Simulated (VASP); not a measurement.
A run of VASP 6.6.1 is set up as follows.

File INCAR:

```
  PREC = Accurate
  ENCUT = 520
  EDIFF = 1E-6
  ISMEAR = 0
  SIGMA = 0.05
  LREAL = False
  LASPH = True
  NELM = 60
  ALGO = Normal
  ISIF = 2
  LWAVE = False
  LCHARG = True
  GGA = PE
  LELF = True
  LVHAR = True
  NBANDS = 34
```

Contents of KPOINTS:

```
regular mesh
0
Gamma
  8 8 8
```

The input POSCAR:

```
HfGe3
1.0
    4.3246239858      0.0000000000      0.0000000000
    0.0000000000      4.3246239858      0.0000000000
    0.0000000000      0.0000000000      4.3246239858
Hf Ge
1 3
Direct
    0.0000000000      0.0000000000      0.0000000000
    0.0000000000      0.5000000000      0.5000000000
    0.5000000000      0.5000000000      0.0000000000
    0.5000000000      0.0000000000      0.5000000000
```

Potentials or basis: VASP PAW PBE potentials, release 64 (Hf_pv, Ge_d).

Command:

```bash
$ cat potpaw_PBE.64/Hf_pv/POTCAR potpaw_PBE.64/Ge_d/POTCAR > POTCAR
$ mpirun -np 1 vasp_std > vasp.out
```

(1) Estimate the pressure.

(2) Predict the band gap on the k mesh.

Results:

(1) -7.2 GPa.

(2) zero (bands 26 and 27 overlap by 1.40 eV).

Caveat: the cell stands under tension; spin-orbit coupling is left out, which moves the levels of the heavy elements.
